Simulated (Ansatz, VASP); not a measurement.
**Two plane-wave programs on EuMn**

```
CELL_PARAMETERS angstrom
3.88092 0.00000 0.00000
0.00000 3.88092 0.00000
0.00000 0.00000 3.88092
ATOMIC_POSITIONS crystal
Eu 0.00000 0.00000 0.00000
Mn 0.50000 0.50000 0.50000
```

Alike in both runs: task single point; functional PBE; k mesh 8 × 8 × 8; occupations gaussian, width 0.05 eV; collinear spin; Hubbard terms Eu f U = 6.0 eV.

|  | VASP | Ansatz |
| --- | --- | --- |
| version | VASP 6.6.1 | Ansatz 0.2.0 |
| potentials or method | VASP PAW PBE potentials, release 64 (Eu, Mn_pv), cutoff 520 eV | scalar-relativistic, plane waves, PAW |
| valence electrons in the cell | 30 | 32 |

```csv
,VASP,Ansatz,Ansatz less VASP
gap on the k mesh at the Fermi level (eV),none,none,-
pressure (GPa),-1.9,-2.0,-0.07
net moment per atom (μB),1.70,1.70,-0.001
size of the moment on the site where the two differ most (μB),6.83,7.09,+0.263
```

Site moments also hang on the region over which each program counts them. The programs project onto different local orbitals, so the same U acts differently, and such runs can settle in different states. A gap of «none» marks a metal or a gap that the smearing closes. VASP's potentials hold 30 valence electrons a cell and Ansatz's 32, so a difference there can come from the potentials and not from the codes. Ansatz's warnings: filled band counts differ across k points.

Spin-orbit coupling is off throughout.
